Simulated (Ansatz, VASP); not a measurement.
Two plane-wave programs on ZrAg2N2

```
Zr Ag N
1.0
     3.31881    0.00000    0.00000
    -1.65941    2.87418    0.00000
     0.00000    0.00000    7.41538
Zr Ag N
1 2 2
Cartesian
  0.0000 0.0000 0.0000
  1.6594 0.9581 2.6382
  0.0000 1.9161 4.7772
  1.6594 0.9581 6.3078
  0.0000 1.9161 1.1076
```

Alike in both runs: task relaxation of cell and atoms; functional PBE; k mesh 12 × 12 × 6; occupations gaussian, width 0.1 eV; no spin polarisation.

|  | VASP | Ansatz |
| --- | --- | --- |
| version | VASP 6.6.1 | Ansatz 0.2.0 |
| potentials or method | VASP PAW PBE potentials, release 64 (Zr_sv, Ag, N), cutoff 600 eV | scalar-relativistic, plane waves, PAW |
| valence electrons in the cell | 44 | 60 |

|  | VASP | Ansatz | Ansatz less VASP |
| --- | --- | --- | --- |
| gap on the k mesh at the Fermi level, each at its own relaxed structure (eV) | none | none | - |
| relaxed volume (Å³/atom) | 14.15 | 14.17 | +0.017 |
| relaxed length of the cell vector where the two differ most in proportion (Å) | 7.424 | 7.434 | +0.0100 |

A gap of «none» marks a metal or a gap that the smearing closes. VASP's potentials hold 44 valence electrons a cell and Ansatz's 60, so a difference there can come from the potentials and not from the codes.
